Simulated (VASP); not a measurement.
# SrO (P6_3/mmc) in VASP: notebook, part 2 of 3

VASP 6.6.1.

**3. Single point, PBEsol**

INCAR

```
SYSTEM = SrO
PREC     = Accurate       ! precision mode
ENCUT    = 520            ! plane-wave cutoff, eV
EDIFF    = 1E-7           ! SCF threshold, eV
ISMEAR   = -1             ! smearing method
SIGMA    = 0.05           ! smearing width, eV
LREAL    = .FALSE.        ! projectors in reciprocal space
LASPH    = .TRUE.         ! aspherical terms in the spheres
NELM     = 60             ! most SCF steps
ALGO     = Normal         ! electronic algorithm
ISIF     = 2              ! what is computed and relaxed
LWAVE    = .FALSE.        ! write WAVECAR
LCHARG   = .FALSE.        ! write CHGCAR
GGA      = PS             ! functional
NBANDS   = 24             ! bands
```

KPOINTS

```
Automatic mesh
0
G
  9 9 5
  0 0 0
```

POSCAR

```
SrO
1.0
    3.5052647967      0.0000000000      0.0000000000
   -1.7526323983      3.0356483609      0.0000000000
    0.0000000000      0.0000000000      6.1332760581
Sr O
2 2
Direct
    0.6666666667      0.3333333333      0.7500000000
    0.3333333333      0.6666666667      0.2500000000
    0.0000000000      0.0000000000      0.5000000000
    0.0000000000      0.0000000000      0.0000000000
```

Potentials or basis: VASP PAW PBE potentials, release 64 (Sr_sv, O).

Started as:

```bash
$ cat potpaw_PBE.64/Sr_sv/POTCAR potpaw_PBE.64/O/POTCAR > POTCAR
$ mpirun -np 1 vasp_std > vasp.out
```

OUTCAR:

```text
SYSTEM = SrO
   PREC = Accurate
   ENCUT = 520
   EDIFF = 1E-7
   ISMEAR = -1
   LREAL = .FALSE.
   LASPH = .TRUE.
   NELM = 60
   ISIF = 2
   GGA = PS

 ion  position               nearest neighbor table
   1  0.667  0.333  0.750-   3 2.54   4 2.54   3 2.54   4 2.54   3 2.54   4 2.54   2 3.67   2 3.67
                             2 3.67   2 3.67   2 3.67   2 3.67   2 5.08   2 5.08   2 5.08   2 5.08
   2  0.333  0.667  0.250-   3 2.54   4 2.54   3 2.54   4 2.54   3 2.54   4 2.54   1 3.67   1 3.67
                             1 3.67   1 3.67   1 3.67   1 3.67   1 5.08   1 5.08   1 5.08   1 5.08
   3  0.000  0.000  0.500-   1 2.54   2 2.54   2 2.54   1 2.54   1 2.54   2 2.54
   4  0.000  0.000  0.000-   1 2.54   2 2.54   2 2.54   1 2.54   1 2.54   2 2.54

  LATTYP: Found a hexagonal cell.
 ALAT       =     3.5052647967
 C/A-ratio  =     1.7497325919

  Lattice vectors:

 A1 = (   3.5052647967,   0.0000000000,   0.0000000000)
 A2 = (  -1.7526323983,   3.0356483609,   0.0000000000)
 A3 = (   0.0000000000,   0.0000000000,   6.1332760581)

Analysis of symmetry for initial positions (statically):
=====================================================================
 Subroutine PRICEL returns:
 Original cell was already a primitive cell.

 Routine SETGRP: Setting up the symmetry group for a
 hexagonal supercell.

 Subroutine GETGRP returns: Found 24 space group operations
 (whereof 12 operations were pure point group operations)
 out of a pool of 24 trial point group operations.

The static configuration has the point symmetry D_3d.
 The point group associated with its full space group is D_6h.

Analysis of symmetry for dynamics (positions and initial velocities):
=====================================================================
 Subroutine PRICEL returns:
 Original cell was already a primitive cell.

 Routine SETGRP: Setting up the symmetry group for a
 hexagonal supercell.

 Subroutine GETGRP returns: Found 24 space group operations
 (whereof 12 operations were pure point group operations)
 out of a pool of 24 trial point group operations.

The dynamic configuration has the point symmetry D_3d.
 The point group associated with its full space group is D_6h.

 Subroutine INISYM returns: Found 24 space group operations
 (whereof 12 operations are pure point group operations),
 and found     1 'primitive' translations

----------------------------------------------------------------------------------------

                                     Primitive cell

  volume of cell :      65.2627

  direct lattice vectors                    reciprocal lattice vectors
     3.505264797  0.000000000  0.000000000     0.285285152  0.164709459  0.000000000
    -1.752632398  3.035648361  0.000000000     0.000000000  0.329418919  0.000000000
     0.000000000  0.000000000  6.133276058     0.000000000  0.000000000  0.163045001

  length of vectors
     3.505264797  3.505264797  6.133276058     0.329418918  0.329418919  0.163045001

  position of ions in fractional coordinates (direct lattice)
     0.666666667  0.333333333  0.750000000
     0.333333333  0.666666667  0.250000000
     0.000000000  0.000000000  0.500000000
     0.000000000  0.000000000  0.000000000

[... 30 lines left out ...]

 Found     36 irreducible k-points:

 Following reciprocal coordinates:
            Coordinates               Weight
  0.000000  0.000000  0.000000      1.000000
  0.111111  0.000000  0.000000      6.000000
  0.222222  0.000000  0.000000      6.000000
  0.333333  0.000000  0.000000      6.000000
  0.444444  0.000000  0.000000      6.000000
  0.111111  0.111111  0.000000      6.000000
[... 16 lines left out ...]
  0.333333  0.222222  0.200000     24.000000
  0.333333  0.333333  0.200000      4.000000
 [... further k-points ...]
   k-points           NKPTS =     36   k-points in BZ     NKDIM =     36   number of bands    NBANDS=     24
   number of dos      NEDOS =    301   number of ions     NIONS =      4
   total plane-waves  NPLWV =  37632
   dimension x,y,z NGX =    28 NGY =   28 NGZ =   48
   dimension x,y,z NGXF=    56 NGYF=   56 NGZF=   96
   ions per type =               2   2
   NGX,Y,Z   is equivalent  to a cutoff of  13.28, 13.28, 13.01 a.u.
   NGXF,Y,Z  is equivalent  to a cutoff of  26.56, 26.56, 26.02 a.u.
 SYSTEM =  SrO
   PREC   = accura    normal or accurate (medium, high low for compatibility)
   ISTART =      0    job   : 0-new  1-cont  2-samecut
   ICHARG =      2    charge: 1-file 2-atom 10-const
   ISPIN  =      1    spin polarized calculation?
   LNONCOLLINEAR =      F non collinear calculations
   LSORBIT =      F    spin-orbit coupling
   LASPH  =      T    aspherical Exc in radial PAW
   ENCUT  =  520.0 eV  38.22 Ry    6.18 a.u.   6.52  6.52 11.40*2*pi/ulx,y,z
   NELM   =     60;   NELMIN=  2; NELMDL= -5     # of ELM steps
   EDIFF  = 0.1E-06   stopping-criterion for ELM
   LREAL  =      F    real-space projection
   EDIFFG = 0.1E-05   stopping-criterion for IOM
   NSW    =      0    number of steps for IOM
   IBRION =     -1    ionic relax: 0-MD 1-quasi-New 2-CG
   NFREE  =      0    steps in history (QN), initial steepest desc. (CG)
   ISIF   =      2    stress and relaxation
   ISYM   =      2    0-nonsym 1-usesym 2-fastsym
   POTIM  = 0.5000    time-step for ionic-motion
   TEBEG  =    0.0;   TEEND  =   0.0 temperature during run
   PSTRESS=    0.0 pullay stress
   NELECT =      32.0000    total number of electrons
   NUPDOWN=      -1.0000    fix difference up-down
   EMIN   =  10.00;   EMAX   =-10.00  energy-range for DOS
   EFERMI =   0.00;   METHOD = LEGACY
   ISMEAR =    -1;   SIGMA  =   0.05  broadening in eV -4-tet -1-fermi 0-gaus
   EFERMI_NEDOS =   21; number of points for ismear=-14 and -15
   IALGO  =     38    algorithm
   IMIX   =      4    mixing-type and parameters
     AMIX     =   0.40;   BMIX     =  1.00
     AMIX_MAG =   1.60;   BMIX_MAG =  1.00
  volume/ion in A,a.u.               =      16.32       110.10
  Fermi-wavevector in a.u.,A,eV,Ry     =   1.290932  2.439507 22.674168  1.666504
  Thomas-Fermi vector in A             =   2.422733
   LORBIT       =      0    0 simple, 1 ext, 2 COOP (PROOUT), +10 PAW based schemes
   GGA     = PS    functional components
   LHFCALC =     F    Hartree Fock is set to
   AEXX    =    0.0000 exact exchange contribution
   IVDW    =     0    specifies the selected vdW correction
   LEPSILON=     F    determine dielectric tensor
   LRPA    =     F    only Hartree local field effects (RPA)
 non-spin polarized calculation
  energy-cutoff  :      520.00
  volume of cell :       65.26
 maximum number of plane-waves:      1793
 NGX is ok and might be reduce to    28
   NGX = 13   NGY = 13   NGZ = 23

 number of electron      32.0000013 magnetization

 Free energy of the ion-electron system (eV)
  ---------------------------------------------------
  ext. energy  EPLUGINS =         0.00000000
  ---------------------------------------------------
  free energy    TOTEN  =       -24.94560081 eV

  energy without entropy =      -24.94560081  energy(sigma->0) =      -24.94560081

 E-fermi :   3.2151     XC(G=0): -10.4644

 val. band max:        2.2572921469   @ k =   0.0000   0.0000   0.0000
 cond. band min:       5.2490382277   @ k =   0.4444   0.0000   0.0000
 fundamental gap:      2.9917460808
 Fermi energy:         3.2151295651

 k-point     1 :       0.0000    0.0000    0.0000
  band No.  band energies     occupation
      1     -30.4739      2.00000
      2     -30.3406      2.00000
      3     -14.9216      2.00000
      4     -13.2905      2.00000
      5     -12.1121      2.00000
      6     -12.1121      2.00000
[... 637 lines left out ...]
     23      12.0578      0.00000
     24      12.0578      0.00000

 [... further k-points ...]

------------------------ aborting loop because EDIFF is reached ----------------------------------------

  FORCE on cell =-STRESS in cart. coord.  units (eV):
  Direction    XX          YY          ZZ          XY          YZ          ZX
  --------------------------------------------------------------------------------------
  -------------------------------------------------------------------------------------
  Total        0.7705555      0.7705555      0.7748828      0.0000000      0.0000000      0.0000000
  in kB       18.9168895     18.9168895     19.0231224      0.0000000      0.0000000      0.0000000
  external PRESSURE =      18.9523005 kB  Pullay stress =       0.0000000 kB

 VOLUME and BASIS-vectors are now :
 -----------------------------------------------------------------------------
  energy-cutoff  :      520.00
  volume of cell :       65.26
      direct lattice vectors                 reciprocal lattice vectors
     3.505264797  0.000000000  0.000000000     0.285285152  0.164709459  0.000000000
    -1.752632398  3.035648361  0.000000000     0.000000000  0.329418919  0.000000000
     0.000000000  0.000000000  6.133276058     0.000000000  0.000000000  0.163045001

 POSITION                                       TOTAL-FORCE (eV/Angst)
 -----------------------------------------------------------------------------------
      1.75263      1.01188      4.59996         0.000000     -0.000000      0.000000
     -0.00000      2.02377      1.53332         0.000000      0.000000      0.000000
      0.00000      0.00000      3.06664        -0.000000      0.000000      0.000000
      0.00000      0.00000      0.00000        -0.000000      0.000000      0.000000
 -----------------------------------------------------------------------------------
    total drift:                                0.000000     -0.000000      0.000000

  FREE ENERGIE OF THE ION-ELECTRON SYSTEM (eV)
  ---------------------------------------------------
  free  energy   TOTEN  =       -24.9456008126 eV

  energy  without entropy=      -24.9456008125  energy(sigma->0) =      -24.94560081
```

It took 1.9 min on 1 thread of Intel Xeon 8259CL, shared host; peak memory 0.21 GiB.

What came out:

```
Free energy            : -24.9456 eV
Pressure               : 1.9 GPa
Band gap on the k mesh : 2.99 eV (least direct gap 3.16 eV)
```

Levels at points of the mesh, in eV from the valence-band top:
```csv
k point,band 14,band 15,band 16,band 17,band 18,band 19
"(0.00, 0.00, 0.00)",-0.85,-0.85,0.00,3.16,5.04,5.08
```

Caveat: the PAW data sets were made with another functional, which shifts forces and pressure a little. A k mesh can miss the band edges.

**4. Single point, LDA**

This run uses another cell than the first one, of 16.66 Å³/atom.

INCAR

```
SYSTEM = SrO
ALGO     = Normal         ! electronic algorithm
EDIFF    = 1E-6           ! SCF threshold, eV
ENCUT    = 520            ! plane-wave cutoff, eV
GGA      = CA             ! functional
ISIF     = 2              ! what is computed and relaxed
ISMEAR   = -1             ! smearing method
LASPH    = .True.         ! aspherical terms in the spheres
LCHARG   = .False.        ! write CHGCAR
LREAL    = .False.        ! projectors in reciprocal space
LWAVE    = .False.        ! write WAVECAR
NBANDS   = 24             ! bands
NELM     = 80             ! most SCF steps
PREC     = Accurate       ! precision mode
SIGMA    = 0.05           ! smearing width, eV
```

KPOINTS

```
k-points
0
Gamma
  9 9 5
  0 0 0
```

POSCAR

```
SrO
1.0
    3.5294398006      0.0000000000      0.0000000000
   -1.7647199003      3.0565845284      0.0000000000
    0.0000000000      0.0000000000      6.1755758504
Sr O
2 2
Direct
    0.6666666667      0.3333333333      0.7500000000
    0.3333333333      0.6666666667      0.2500000000
    0.0000000000      0.0000000000      0.5000000000
    0.0000000000      0.0000000000      0.0000000000
```

Potentials or basis: VASP PAW LDA potentials, release 64 (Sr_sv, O).

Started as:

```bash
$ cat potpaw_LDA.64/Sr_sv/POTCAR potpaw_LDA.64/O/POTCAR > POTCAR
$ mpirun -np 1 vasp_std > vasp.out
```

OUTCAR:

```text
SYSTEM = SrO
   EDIFF = 1E-6
   ENCUT = 520
   GGA = CA
   ISIF = 2
   ISMEAR = -1
   LASPH = .True.
   LREAL = .False.
   NELM = 80
   PREC = Accurate

 ion  position               nearest neighbor table
   1  0.667  0.333  0.750-   3 2.56   4 2.56   3 2.56   4 2.56   3 2.56   4 2.56   2 3.70   2 3.70
                             2 3.70   2 3.70   2 3.70   2 3.70   2 5.11   2 5.11   2 5.11   2 5.11
   2  0.333  0.667  0.250-   3 2.56   4 2.56   3 2.56   4 2.56   3 2.56   4 2.56   1 3.70   1 3.70
                             1 3.70   1 3.70   1 3.70   1 3.70   1 5.11   1 5.11   1 5.11   1 5.11
   3  0.000  0.000  0.500-   1 2.56   2 2.56   2 2.56   1 2.56   1 2.56   2 2.56
   4  0.000  0.000  0.000-   1 2.56   2 2.56   2 2.56   1 2.56   1 2.56   2 2.56

  LATTYP: Found a hexagonal cell.
 ALAT       =     3.5294398006
 C/A-ratio  =     1.7497325919

  Lattice vectors:

 A1 = (   3.5294398006,   0.0000000000,   0.0000000000)
 A2 = (  -1.7647199003,   3.0565845284,   0.0000000000)
 A3 = (   0.0000000000,   0.0000000000,   6.1755758504)

Analysis of symmetry for initial positions (statically):
=====================================================================
 Subroutine PRICEL returns:
 Original cell was already a primitive cell.

 Routine SETGRP: Setting up the symmetry group for a
[... 170 lines left out ...]
  free energy    TOTEN  =       -26.44614867 eV

  energy without entropy =      -26.44614867  energy(sigma->0) =      -26.44614867

 E-fermi :   2.9941     XC(G=0): -10.6161

 val. band max:        1.9986313827   @ k =   0.0000   0.0000   0.0000
 cond. band min:       4.9208000455   @ k =   0.4444  -0.0000   0.0000
 fundamental gap:      2.9221686628
 Fermi energy:         2.9941434315

 k-point     1 :       0.0000    0.0000    0.0000
  band No.  band energies     occupation
      1     -30.6319      2.00000
      2     -30.5080      2.00000
      3     -14.9615      2.00000
      4     -13.2693      2.00000
      5     -12.3667      2.00000
      6     -12.3667      2.00000
[... 637 lines left out ...]
     23      11.6392      0.00000
     24      11.6392      0.00000

 [... further k-points ...]
[... 5 lines left out ...]
  --------------------------------------------------------------------------------------
  -------------------------------------------------------------------------------------
  Total       -1.2935660     -1.2935660     -1.5633309      0.0000000      0.0000000      0.0000000
  in kB      -31.1085320    -31.1085320    -37.5960179      0.0000000      0.0000000      0.0000000
  external PRESSURE =     -33.2710273 kB  Pullay stress =       0.0000000 kB

 VOLUME and BASIS-vectors are now :
 -----------------------------------------------------------------------------
  energy-cutoff  :      520.00
  volume of cell :       66.62
      direct lattice vectors                 reciprocal lattice vectors
     3.529439801  0.000000000  0.000000000     0.283331083  0.163581277  0.000000000
    -1.764719900  3.056584528  0.000000000     0.000000000  0.327162554  0.000000000
     0.000000000  0.000000000  6.175575850     0.000000000  0.000000000  0.161928219

 POSITION                                       TOTAL-FORCE (eV/Angst)
 -----------------------------------------------------------------------------------
      1.76472      1.01886      4.63168         0.000000     -0.000000      0.000000
     -0.00000      2.03772      1.54389        -0.000000      0.000000      0.000000
      0.00000      0.00000      3.08779         0.000000      0.000000      0.000000
      0.00000      0.00000      0.00000        -0.000000      0.000000      0.000000
 -----------------------------------------------------------------------------------
    total drift:                               -0.000000      0.000000     -0.000000

  FREE ENERGIE OF THE ION-ELECTRON SYSTEM (eV)
  ---------------------------------------------------
  free  energy   TOTEN  =       -26.4461486658 eV

  energy  without entropy=      -26.4461486658  energy(sigma->0) =      -26.44614867
```

stdout:

```text
POSCAR found type information on POSCAR SrO
 POSCAR found :  2 types and       4 ions
 scaLAPACK will be used
 LDA part: xc-table for (Slater(with rela. corr.)+CA(PZ))
 , standard interpolation
 POSCAR, INCAR and KPOINTS ok, starting setup
 FFT: planning ... GRIDC
 FFT: planning ... GRID_SOFT
 FFT: planning ... GRID
 WAVECAR not read
 entering main loop
```

Wall time 98 s (1 thread of Intel Xeon 8259CL, shared host); peak memory 0.19 GiB.

Results:

```yaml
Free_energy: -26.4461 eV
Pressure: -3.3 GPa
Band_gap_on_the_k_mesh: 2.92 eV (least direct gap 2.99 eV)
```

Stress tensor (GPa, compression positive):
```
-3.11  0.00  0.00
 0.00 -3.11  0.00
 0.00  0.00 -3.76
```

Caveat: the cell stands under tension. A k mesh can miss the band edges.

**5. Single point, PBEsol**

This run uses another cell than the first one, of 16.66 Å³/atom.

INCAR

```
SYSTEM = SrO
PREC     = Accurate       ! precision mode
ENCUT    = 520            ! plane-wave cutoff, eV
EDIFF    = 1E-6           ! SCF threshold, eV
ISMEAR   = -1             ! smearing method
SIGMA    = 0.05           ! smearing width, eV
LREAL    = .False.        ! projectors in reciprocal space
LASPH    = .True.         ! aspherical terms in the spheres
NELM     = 100            ! most SCF steps
ALGO     = Normal         ! electronic algorithm
ISIF     = 2              ! what is computed and relaxed
LWAVE    = .False.        ! write WAVECAR
LCHARG   = .False.        ! write CHGCAR
GGA      = PS             ! functional
NBANDS   = 24             ! bands
```

KPOINTS

```
regular mesh
0
Gamma
  9 9 5
  0 0 0
```

POSCAR is that of step 4.

Potentials or basis: VASP PAW PBE potentials, release 64 (Sr_sv, O).

Started as:

```bash
$ cat potpaw_PBE.64/Sr_sv/POTCAR potpaw_PBE.64/O/POTCAR > POTCAR
$ mpirun -np 1 vasp_std > vasp.out
```

Wall time 1.7 min (1 thread of Intel Xeon 8259CL, shared host); peak memory 0.21 GiB.

The run converged. Its results:

- Free energy: -24.9542 eV
- Pressure: -0.1 GPa
- Band gap on the k mesh: 2.99 eV (least direct gap 3.04 eV)

Stress tensor (GPa, compression positive):
```
 0.04  0.00  0.00
 0.00  0.04  0.00
 0.00  0.00 -0.26
```

Levels at points of the mesh, in eV from the valence-band top:
```tsv
k point	band 13	band 14	band 15	band 16	band 17	band 18	band 19	band 20
(0.00, 0.00, 0.00)	-1.07	-0.82	-0.82	0.00	3.04	5.00	5.07	6.18
```

Caveat: the PAW data sets were made with another functional, which shifts forces and pressure a little.

[end of part 2 of 3]
